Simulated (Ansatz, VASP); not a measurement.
## TiCo3 in VASP and in Ansatz

Contents of INCAR:

```
SYSTEM = TiCo3
ALGO = Normal
EDIFF = 1E-6
ENCUT = 520
GGA = CA
ISIF = 2
ISMEAR = -1
ISPIN = 2
LASPH = .True.
LCHARG = .True.
LELF = .True.
LMAXMIX = 4
LORBIT = 11
LREAL = .False.
LVHAR = .True.
LWAVE = .False.
MAGMOM = 0 0.3 0.3 0.3
NBANDS = 32
NELM = 150
PREC = Accurate
SIGMA = 0.05
```

File KPOINTS:

```
k-points
0
Gamma
  8 8 8
  0 0 0
```

Contents of POSCAR:

```
TiCo3
1.0
    3.5710000000      0.0000000000      0.0000000000
    0.0000000000      3.5710000000      0.0000000000
    0.0000000000      0.0000000000      3.5710000000
Ti Co
1 3
Direct
    0.0000000000      0.0000000000      0.0000000000
    0.0000000000      0.5000000000      0.5000000000
    0.5000000000      0.0000000000      0.5000000000
    0.5000000000      0.5000000000      0.0000000000
```

Input for Ansatz:

```yaml
crystal:
  lattice:
    - [3.571, 0.0, 0.0]
    - [0.0, 3.571, 0.0]
    - [0.0, 0.0, 3.571]
  atoms:
    - { symbol: Ti, position: [0.0, 0.0, 0.0] }
    - { symbol: Co, position: [0.0, 0.5, 0.5], spin: 0.3 }
    - { symbol: Co, position: [0.5, 0.0, 0.5], spin: 0.3 }
    - { symbol: Co, position: [0.5, 0.5, 0.0], spin: 0.3 }
magnetization:
  spin_polarized: true
kpoints:
  mp_grid: { grid: [8, 8, 8] }
  band_path:
    path:
      - [0.0, 0.0, 0.0]
      - [0.0, 0.5, 0.0]
      - [0.5, 0.5, 0.0]
      - [0.0, 0.0, 0.0]
      - [0.5, 0.5, 0.5]
      - [0.0, 0.5, 0.0]
      - [0.5, 0.5, 0.5]
      - [0.5, 0.5, 0.0]
    npoints: 8
scf:
  occupations: { method: fermi_dirac, width: 0.05 }
  lower_state_search: "off"
hamiltonian:
  xc: lda
  pseudopotentials: { kind: paw }
output:
  eigenvalues: false
  eigenstates:
    nscf_kmesh: { grid: [8, 8, 8] }
    top_band: c41
    exchange_couplings: { magnetic: [{ species: Co }] }
  write_density: true
  write_potential: true
  elf: true
  volumetric_format: npy
```

Alike in both runs: task single point; functional LDA; k mesh 8 × 8 × 8; occupations fermi-dirac, width 0.05 eV; collinear spin.

|  | VASP | Ansatz |
| --- | --- | --- |
| version | VASP 6.6.1 | Ansatz 0.2.0 |
| potentials or method | VASP PAW LDA potentials, release 64 (Ti_sv, Co) | PAW with Ansatz's default frozen-core files, scalar-relativistic |
| plane-wave cutoff (eV) | 520 | 420 |
| valence electrons in the cell | 39 | 63 |

```csv
,VASP,Ansatz,Ansatz less VASP
net moment per atom (μB),0.08,0.16,+0.082
size of the moment on the site where the two differ most (μB),0.12,0.25,+0.132
```

LDA's correlation is that of Perdew and Zunger in VASP and of Perdew and Wang (1992) in Ansatz. Site moments also hang on the region over which each program counts them. VASP's potentials hold 39 valence electrons a cell and Ansatz's 63, so a difference there can come from the potentials and not from the codes.
